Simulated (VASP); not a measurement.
# SiNi3 (Pm-3m) in VASP: single point with PBE

Aim: the single point of SiNi3 with PBE.

All numbers are computed with VASP 6.6.1; they aren't measurements. Logs are shortened: lines on timing, memory, paths and dates and some standing lists are left out, and cuts for length are marked.

## (1) The cell of the first run

Symmetry: Pm-3m, No. 221, cubic system. Conventional cell: a = 3.555 Å, b = 3.555 Å, c = 3.555 Å, α = 90.00°, β = 90.00°, γ = 90.00°. Within 3.3 Å of Si (site symmetry m-3m) lie 12 Ni at 2.51 Å. Ni (site symmetry 4/mmm) has 4 Si at 2.51 Å and 8 Ni at 2.51 Å within 3.3 Å.

## (2) Single point, PBE

Contents of INCAR:

```
SYSTEM = SiNi3
PREC = Accurate ; ENCUT = 520
EDIFF = 1E-6 ; ISMEAR = -1
SIGMA = 0.0229 ; LREAL = .FALSE.
LASPH = .TRUE. ; NELM = 60
ALGO = Normal ; ISIF = 2
LWAVE = .FALSE. ; LCHARG = .FALSE.
GGA = PE ; NBANDS = 25
```

Contents of KPOINTS:

```
Automatic mesh
0
G
  10 10 10
  0 0 0
```

Contents of POSCAR:

```
SiNi3
1.0
    3.5548200600      0.0000000000      0.0000000000
    0.0000000000      3.5548200600      0.0000000000
    0.0000000000      0.0000000000      3.5548200600
Si Ni
1 3
Direct
    0.0000000000      0.0000000000      0.0000000000
    0.0000000000      0.5000000000      0.5000000000
    0.5000000000      0.0000000000      0.5000000000
    0.5000000000      0.5000000000      0.0000000000
```

Potentials or basis: VASP PAW PBE potentials, release 64 (Si, Ni).

On the command line:

```console
cat potpaw_PBE.64/Si/POTCAR potpaw_PBE.64/Ni/POTCAR > POTCAR
mpirun -np 1 vasp_std > vasp.out
```

OUTCAR:

```text
SYSTEM = SiNi3
   PREC = Accurate
   ENCUT = 520
   EDIFF = 1E-6
   ISMEAR = -1
   LREAL = .FALSE.
   LASPH = .TRUE.
   NELM = 60
   ISIF = 2
   GGA = PE

 ion  position               nearest neighbor table
   1  0.000  0.000  0.000-   2 2.51   3 2.51   4 2.51   2 2.51   3 2.51   2 2.51   4 2.51   2 2.51
                             3 2.51   4 2.51   3 2.51   4 2.51
   2  0.000  0.500  0.500-   1 2.51   3 2.51   4 2.51   1 2.51   4 2.51   1 2.51   3 2.51   1 2.51
                             3 2.51   4 2.51   4 2.51   3 2.51
   3  0.500  0.000  0.500-   1 2.51   2 2.51   4 2.51   1 2.51   4 2.51   2 2.51   4 2.51   4 2.51
                             1 2.51   2 2.51   1 2.51   2 2.51
   4  0.500  0.500  0.000-   1 2.51   2 2.51   3 2.51   2 2.51   3 2.51   1 2.51   3 2.51   3 2.51
                             1 2.51   2 2.51   2 2.51   1 2.51

  LATTYP: Found a simple cubic cell.
 ALAT       =     3.5548200600

  Lattice vectors:

 A1 = (   3.5548200600,   0.0000000000,   0.0000000000)
 A2 = (   0.0000000000,   3.5548200600,   0.0000000000)
 A3 = (   0.0000000000,   0.0000000000,   3.5548200600)

Analysis of symmetry for initial positions (statically):
=====================================================================
 Subroutine PRICEL returns:
 Original cell was already a primitive cell.

 Routine SETGRP: Setting up the symmetry group for a
 simple cubic supercell.

 Subroutine GETGRP returns: Found 48 space group operations
 (whereof 48 operations were pure point group operations)
 out of a pool of 48 trial point group operations.

The static configuration has the point symmetry O_h .

Analysis of symmetry for dynamics (positions and initial velocities):
=====================================================================
 Subroutine PRICEL returns:
 Original cell was already a primitive cell.

 Routine SETGRP: Setting up the symmetry group for a
 simple cubic supercell.

 Subroutine GETGRP returns: Found 48 space group operations
 (whereof 48 operations were pure point group operations)
 out of a pool of 48 trial point group operations.

The dynamic configuration has the point symmetry O_h .

 Subroutine INISYM returns: Found 48 space group operations
 (whereof 48 operations are pure point group operations),
 and found     1 'primitive' translations

----------------------------------------------------------------------------------------

                                     Primitive cell

  volume of cell :      44.9214

  direct lattice vectors                    reciprocal lattice vectors
     3.554820060  0.000000000  0.000000000     0.281308191  0.000000000  0.000000000
     0.000000000  3.554820060  0.000000000     0.000000000  0.281308191  0.000000000
     0.000000000  0.000000000  3.554820060     0.000000000  0.000000000  0.281308191

  length of vectors
     3.554820060  3.554820060  3.554820060     0.281308191  0.281308191  0.281308191

  position of ions in fractional coordinates (direct lattice)
     0.000000000  0.000000000  0.000000000
     0.000000000  0.500000000  0.500000000
     0.500000000  0.000000000  0.500000000
     0.500000000  0.500000000  0.000000000

  ion indices of the primitive-cell ions
   primitive index   ion index
                 1           1
                 2           2
                 3           3
                 4           4

----------------------------------------------------------------------------------------

 KPOINTS: Automatic mesh

Automatic generation of k-mesh.
 Grid dimensions read from file:
 generate k-points for:   10   10   10

 Generating k-lattice:

  Cartesian coordinates                     Fractional coordinates (reciprocal lattice)
     0.028130819  0.000000000  0.000000000     0.100000000  0.000000000  0.000000000
     0.000000000  0.028130819  0.000000000     0.000000000  0.100000000  0.000000000
     0.000000000  0.000000000  0.028130819     0.000000000  0.000000000  0.100000000

  Length of vectors
     0.028130819  0.028130819  0.028130819

  Shift w.r.t. Gamma in fractional coordinates (k-lattice)
     0.000000000  0.000000000  0.000000000

 Subroutine IBZKPT returns following result:
 ===========================================

 Found     56 irreducible k-points:

 Following reciprocal coordinates:
            Coordinates               Weight
  0.000000  0.000000  0.000000      1.000000
  0.100000  0.000000  0.000000      6.000000
  0.200000  0.000000  0.000000      6.000000
  0.300000  0.000000  0.000000      6.000000
  0.400000  0.000000  0.000000      6.000000
  0.500000  0.000000  0.000000      3.000000
[... 16 lines left out ...]
  0.200000  0.100000  0.100000     24.000000
  0.300000  0.100000  0.100000     24.000000
 [... further k-points ...]
   k-points           NKPTS =     56   k-points in BZ     NKDIM =     56   number of bands    NBANDS=     25
   number of dos      NEDOS =    301   number of ions     NIONS =      4
   total plane-waves  NPLWV =  21952
   dimension x,y,z NGX =    28 NGY =   28 NGZ =   28
   dimension x,y,z NGXF=    56 NGYF=   56 NGZF=   56
   ions per type =               1   3
   NGX,Y,Z   is equivalent  to a cutoff of  13.09, 13.09, 13.09 a.u.
   NGXF,Y,Z  is equivalent  to a cutoff of  26.19, 26.19, 26.19 a.u.
 SYSTEM =  SiNi3
   PREC   = accura    normal or accurate (medium, high low for compatibility)
   ISTART =      0    job   : 0-new  1-cont  2-samecut
   ICHARG =      2    charge: 1-file 2-atom 10-const
   ISPIN  =      1    spin polarized calculation?
   LNONCOLLINEAR =      F non collinear calculations
   LSORBIT =      F    spin-orbit coupling
   LASPH  =      T    aspherical Exc in radial PAW
   ENCUT  =  520.0 eV  38.22 Ry    6.18 a.u.   6.61  6.61  6.61*2*pi/ulx,y,z
   NELM   =     60;   NELMIN=  2; NELMDL= -5     # of ELM steps
   EDIFF  = 0.1E-05   stopping-criterion for ELM
   LREAL  =      F    real-space projection
[... 7 lines left out ...]
   TEBEG  =    0.0;   TEEND  =   0.0 temperature during run
   PSTRESS=    0.0 pullay stress
   NELECT =      34.0000    total number of electrons
   NUPDOWN=      -1.0000    fix difference up-down
   EMIN   =  10.00;   EMAX   =-10.00  energy-range for DOS
   EFERMI =   0.00;   METHOD = LEGACY
   ISMEAR =    -1;   SIGMA  =   0.02  broadening in eV -4-tet -1-fermi 0-gaus
   EFERMI_NEDOS =   21; number of points for ismear=-14 and -15
   IALGO  =     38    algorithm
   IMIX   =      4    mixing-type and parameters
     AMIX     =   0.40;   BMIX     =  1.00
     AMIX_MAG =   1.60;   BMIX_MAG =  1.00
  volume/ion in A,a.u.               =      11.23        75.79
  Fermi-wavevector in a.u.,A,eV,Ry     =   1.491936  2.819350 30.284839  2.225873
  Thomas-Fermi vector in A             =   2.604528
   LORBIT       =      0    0 simple, 1 ext, 2 COOP (PROOUT), +10 PAW based schemes
   GGA     = PE    functional components
   LHFCALC =     F    Hartree Fock is set to
   AEXX    =    0.0000 exact exchange contribution
   IVDW    =     0    specifies the selected vdW correction
   LEPSILON=     F    determine dielectric tensor
   LRPA    =     F    only Hartree local field effects (RPA)
 non-spin polarized calculation
  energy-cutoff  :      520.00
  volume of cell :       44.92
 maximum number of plane-waves:      1233
 NGX is ok and might be reduce to    28
   NGX = 13   NGY = 13   NGZ = 13

 number of electron      34.0000002 magnetization

 Free energy of the ion-electron system (eV)
  ---------------------------------------------------
  ext. energy  EPLUGINS =         0.00000000
  ---------------------------------------------------
  free energy    TOTEN  =       -23.63637773 eV

  energy without entropy =      -23.63229216  energy(sigma->0) =      -23.63433495

 E-fermi :  10.0213     XC(G=0): -12.8719

 val. band max:       10.0181186734   @ k =   0.1000   0.1000   0.0000
 cond. band min:      10.0725137526   @ k =   0.0000   0.0000   0.0000
 fundamental gap:      0.0543950792
 Fermi energy:        10.0213326907

 k-point     1 :       0.0000    0.0000    0.0000
  band No.  band energies     occupation
      1      -1.5561      2.00000
      2       5.4337      2.00000
      3       6.2399      2.00000
      4       6.2399      2.00000
      5       6.7291      2.00000
      6       6.7291      2.00000
[... 17 lines left out ...]
     24      20.3069      0.00000
     25      20.3069      0.00000

 k-point     2 :       0.1000    0.0000    0.0000
  band No.  band energies     occupation
      1      -1.4433      2.00000
      2       5.4470      2.00000
      3       6.0736      2.00000
      4       6.3187      2.00000
      5       6.7170      2.00000
      6       6.7170      2.00000
[... 17 lines left out ...]
     24      19.9287      0.00000
     25      20.0245      0.00000

 k-point     3 :       0.2000    0.0000    0.0000
  band No.  band energies     occupation
      1      -1.1118      2.00000
      2       5.1110      2.00000
      3       5.8931      2.00000
      4       6.5421      2.00000
      5       6.6736      2.00000
      6       6.6736      2.00000
[... 17 lines left out ...]
     24      18.7642      0.00000
     25      19.6653      0.00000

 k-point     4 :       0.3000    0.0000    0.0000
  band No.  band energies     occupation
      1      -0.5891      2.00000
      2       4.1389      2.00000
      3       6.0780      2.00000
      4       6.5979      2.00000
      5       6.5979      2.00000
      6       6.8664      2.00000
[... 17 lines left out ...]
     24      17.8662      0.00000
     25      20.7837      0.00000

 k-point     5 :       0.4000    0.0000    0.0000
  band No.  band energies     occupation
      1       0.0345      2.00000
      2       3.1186      2.00000
      3       6.3053      2.00000
      4       6.5232      2.00000
      5       6.5232      2.00000
      6       7.1092      2.00000
[... 17 lines left out ...]
     24      17.5443      0.00000
     25      20.5744      0.00000

 k-point     6 :       0.5000    0.0000    0.0000
  band No.  band energies     occupation
      1       0.4025      2.00000
      2       2.6029      2.00000
      3       6.4067      2.00000
      4       6.4925      2.00000
      5       6.4925      2.00000
      6       7.1680      2.00000
[... 17 lines left out ...]
     24      17.4066      0.00000
     25      20.3574      0.00000
[... 393 lines left out ...]
 k-point    21 :       0.5000    0.5000    0.0000
  band No.  band energies     occupation
      1       1.8278      2.00000
      2       4.1805      2.00000
      3       4.1805      2.00000
      4       6.2759      2.00000
      5       6.5888      2.00000
      6       7.4043      2.00000
[... 17 lines left out ...]
     24      20.4027      0.00000
     25      20.4027      0.00000

 k-point    22 :       0.1000    0.1000    0.1000
  band No.  band energies     occupation
      1      -1.2202      2.00000
      2       5.4981      2.00000
      3       6.0966      2.00000
      4       6.0966      2.00000
      5       6.5754      2.00000
      6       6.8204      2.00000
[... 17 lines left out ...]
     24      19.5624      0.00000
     25      19.5624      0.00000

 k-point    23 :       0.2000    0.1000    0.1000
  band No.  band energies     occupation
      1      -0.8940      2.00000
      2       5.2290      2.00000
      3       5.8686      2.00000
      4       6.2714      2.00000
      5       6.4895      2.00000
      6       6.8355      2.00000
[... 17 lines left out ...]
     24      18.0636      0.00000
     25      19.8134      0.00000

 k-point    24 :       0.3000    0.1000    0.1000
  band No.  band energies     occupation
      1      -0.3810      2.00000
      2       4.2932      2.00000
      3       6.0160      2.00000
      4       6.4215      2.00000
      5       6.4412      2.00000
      6       6.9627      2.00000
[... 17 lines left out ...]
     24      19.1903      0.00000
     25      20.3768      0.00000

 [... further k-points ...]
[... 5 lines left out ...]
  --------------------------------------------------------------------------------------
  -------------------------------------------------------------------------------------
  Total       -2.2188760     -2.2188760     -2.2188760      0.0000000      0.0000000     -0.0000000
  in kB      -79.1390335    -79.1390335    -79.1390335      0.0000000      0.0000000     -0.0000000
  external PRESSURE =     -79.1390335 kB  Pullay stress =       0.0000000 kB

 VOLUME and BASIS-vectors are now :
 -----------------------------------------------------------------------------
  energy-cutoff  :      520.00
  volume of cell :       44.92
      direct lattice vectors                 reciprocal lattice vectors
     3.554820060  0.000000000  0.000000000     0.281308191  0.000000000  0.000000000
     0.000000000  3.554820060  0.000000000     0.000000000  0.281308191  0.000000000
     0.000000000  0.000000000  3.554820060     0.000000000  0.000000000  0.281308191

 POSITION                                       TOTAL-FORCE (eV/Angst)
 -----------------------------------------------------------------------------------
      0.00000      0.00000      0.00000         0.000000      0.000000      0.000000
      0.00000      1.77741      1.77741         0.000000      0.000000      0.000000
      1.77741      0.00000      1.77741         0.000000      0.000000      0.000000
      1.77741      1.77741      0.00000         0.000000      0.000000      0.000000
 -----------------------------------------------------------------------------------
    total drift:                                0.000000      0.000000      0.000000

  FREE ENERGIE OF THE ION-ELECTRON SYSTEM (eV)
  ---------------------------------------------------
  free  energy   TOTEN  =       -23.6363777305 eV

  energy  without entropy=      -23.6322921633  energy(sigma->0) =      -23.63433495
```

It took 1.7 min on 1 thread of Intel Xeon 8259CL, shared host; peak memory 0.19 GiB.

Results:

```
Free energy            : -23.6364 eV
Pressure               : -7.9 GPa
Band gap on the k mesh : zero (bands 17 and 18 overlap by 0.22 eV)
```

Levels at points of the mesh, in eV from the Fermi level:
```
           k point  band 15  band 16  band 17  band 18  band 19  band 20
(0.00, 0.00, 0.00)    -0.56    -0.26     0.05     0.05     0.05     4.47
(0.50, 0.00, 0.00)    -1.05    -0.50     0.05     3.47     3.47     4.92
(0.50, 0.50, 0.00)    -1.02    -0.93    -0.86     0.64     0.64     5.36
(0.50, 0.50, 0.50)    -1.14    -0.28    -0.17    -0.17    -0.17     1.06
```

Caveat: the cell stands under tension. Spin polarisation is off, so any magnetic state and its effect on volume and gap are missing.
